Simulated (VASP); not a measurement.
Here is a VASP 6.6.1 calculation.

INCAR

```
SYSTEM = BeZn2Se3
PREC = Accurate
ENCUT = 520
EDIFF = 1E-6
ISMEAR = 0
SIGMA = 0.02
LREAL = .False.
LASPH = .True.
NELM = 60
ALGO = Normal
ISIF = 2
LWAVE = .False.
LCHARG = .False.
GGA = PE
NBANDS = 56
```

File KPOINTS:

```
Automatic mesh
0
Gamma
  6 6 4
  0 0 0
```

The input POSCAR:

```
BeZn2Se3
1.0
    6.7729402940      0.0000000000      0.0000000000
   -3.3864701470      5.8655383529      0.0000000000
    0.0000000000      0.0000000000      6.4466020871
Be Zn Se
2 4 6
Direct
    0.6666666667      0.3333333333      0.4996153978
    0.3333333333      0.6666666667      0.4996153978
    0.3415493911      0.3415493911      0.0033280155
    0.0000000000      0.6584506089      0.0033280155
    0.6584506089      0.0000000000      0.0033280155
    0.0000000000      0.0000000000      0.4994364797
    0.3578342594      0.3578342594      0.3867859026
    0.0000000000      0.6421657406      0.3867859026
    0.6421657406      0.0000000000      0.3867859026
    0.6666666667      0.3333333333      0.8488517487
    0.3333333333      0.6666666667      0.8488517487
    0.0000000000      0.0000000000      0.8832874723
```

Potentials or basis: VASP PAW PBE potentials, release 64 (Be, Zn, Se).

Launch:

```sh
$ cat potpaw_PBE.64/Be/POTCAR potpaw_PBE.64/Zn/POTCAR potpaw_PBE.64/Se/POTCAR > POTCAR
$ mpirun -np 1 vasp_std > vasp.out
```

(1) What does it give for the pressure?

(2) What does it give for the largest force?

(3) Predict the band gap on the k mesh.

Answers

(1) 0.2 GPa.

(2) 0.011 eV/Å.

(3) 1.86 eV.
